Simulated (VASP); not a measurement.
A run of VASP 6.6.1:

Contents of INCAR:

```
SYSTEM = Sr3ReC2
PREC = Accurate ; ENCUT = 520
EDIFF = 1E-7 ; ISMEAR = 0
SIGMA = 0.1 ; LREAL = .False.
LASPH = .True. ; NELM = 100
ALGO = Normal ; ISIF = 2
LWAVE = .False. ; LCHARG = .False.
GGA = PE ; NBANDS = 32
```

File KPOINTS:

```
Automatic mesh
0
Gamma
  6 6 12
  0 0 0
```

POSCAR

```
Sr3ReC2
1.0
    7.3252879694      0.0000000000      0.0000000000
   -3.6626439847      6.3438854716      0.0000000000
    0.0000000000      0.0000000000      3.0809249209
Sr Re C
3 1 2
Direct
    0.5000000000      0.0000000000      0.5000000000
    0.5000000000      0.5000000000      0.5000000000
    0.0000000000      0.5000000000      0.5000000000
    0.0000000000      0.0000000000      0.0000000000
    0.3333333333      0.6666666667      0.0000000000
    0.6666666667      0.3333333333      0.0000000000
```

Potentials or basis: VASP PAW PBE potentials, release 64 (Sr_sv, Re, C).

Launch:

```bash
$ cat potpaw_PBE.64/Sr_sv/POTCAR potpaw_PBE.64/Re/POTCAR potpaw_PBE.64/C/POTCAR > POTCAR
$ mpirun -np 1 vasp_std > vasp.out
```

Hardware: 1 thread of Intel(R) Xeon(R) 6975P-C (Granite Rapids) (shared host).

Q: Estimate the wall time of this run.

A: It took 3.6 min on 1 thread of Intel(R) Xeon(R) 6975P-C (Granite Rapids), on a shared host, peak memory 0.37 GiB. Counts: scf iterations 21, k points 49.
